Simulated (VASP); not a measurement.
# NaI: elastic constants with PBEsol

Crystal: NaI.

```
Na I
1.0
     0.00000    3.14450    3.14450
     3.14450    0.00000    3.14450
     3.14450    3.14450    0.00000
Na I
1 1
Direct
  0.00000 0.00000 0.00000
  0.50000 0.50000 0.50000
```

```yaml
Program: VASP 6.6.1
Task: elastic constants
Functional: PBEsol
Potentials_or_basis: VASP PAW PBE potentials, release 64 (Na_pv, I)
Cutoff: 600 eV
k_mesh: 8 × 8 × 8
Occupations: gaussian, width 0.01 eV
Spin: no spin polarisation
Dipole_correction: no
Ions_in_elastic_constants: relaxed
Further_INCAR_settings: ALGO = Normal; EDIFF = 1e-08; IBRION = 6; POTIM = 0.015; NSW = 1; ISIF = 3
```

```
Elastic constants C11, C12, C44                         : 47, 8, 7 GPa
Voigt bulk modulus                                      : 21 GPa
Highest phonon frequency at Γ, LO-TO splitting left out : 137 cm⁻¹
```

Phonon frequencies in cm⁻¹ (negative: imaginary):
```tsv
q point	frequencies
(0.000, 0.000, 0.000)	0 0 0 137 137 137
```

Elastic tensor in Voigt notation (GPa, in the Cartesian axes of the cell as first typed):
```
47  8  8  0  0  0
 8 47  8  0  0  0
 8  8 47  0  0  0
 0  0  0  7  0  0
 0  0  0  0  7  0
 0  0  0  0  0  7
```

Clamped-ion elastic tensor (GPa):
```
47  8  8  0  0  0
 8 47  8  0  0  0
 8  8 47  0  0  0
 0  0  0  7  0  0
 0  0  0  0  7  0
 0  0  0  0  0  7
```

It took 5.8 min on 1 thread of Intel(R) Xeon(R) 6975P-C (Granite Rapids), on a shared host, peak memory 0.37 GiB.

Caveat: the cell is under stress, which shifts elastic constants; the PAW data sets were made with another functional, which shifts forces and pressure a little.
